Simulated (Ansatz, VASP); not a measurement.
# SbBr2N2: VASP beside Ansatz

```
Sb N Br
1.0
     4.18345    4.18345    0.00000
     4.18345   -4.18345    0.00000
     0.00000    0.00000   -4.18345
Sb N Br
1 2 2
Direct
  0.00000 0.00000 0.00000
  0.25000 0.75000 0.00000
  0.75000 0.25000 0.00000
  0.25000 0.25000 0.50000
  0.75000 0.75000 0.50000
```

Alike in both runs: task single point; functional r2SCAN; k mesh 3 × 3 × 4; no spin polarisation.

|  | VASP | Ansatz |
| --- | --- | --- |
| version | VASP 6.6.1 | Ansatz 0.2.0 |
| potentials or method | VASP PAW PBE potentials, release 64 (Sb, N, Br), cutoff 520 eV | PAW plane waves |
| occupations | fermi-dirac, width 0.1 eV | fermi-dirac |
| valence electrons in the cell | 29 | 39 |

```tsv
	VASP	Ansatz	Ansatz less VASP
gap on the k mesh at the Fermi level (eV)	none	none	-
pressure (GPa)	-6.9	-6.9	0.00
traceless stress, the component that is largest in VASP (GPa)	-3.88	-4.14	-0.255
rms of the force components (eV/Å)	0.766	0.787	+0.0215
```

VASP's potentials were made for PBE, not for r2SCAN. Atom by atom the forces differ by 0.025 eV/Å (rms over components). A gap of «none» marks a metal or a gap that the smearing closes. VASP's potentials hold 29 valence electrons a cell and Ansatz's 39, so a difference there can come from the potentials and not from the codes.

The k mesh is coarse, so the values compare programs but aren't converged. Spin-orbit coupling is off throughout.
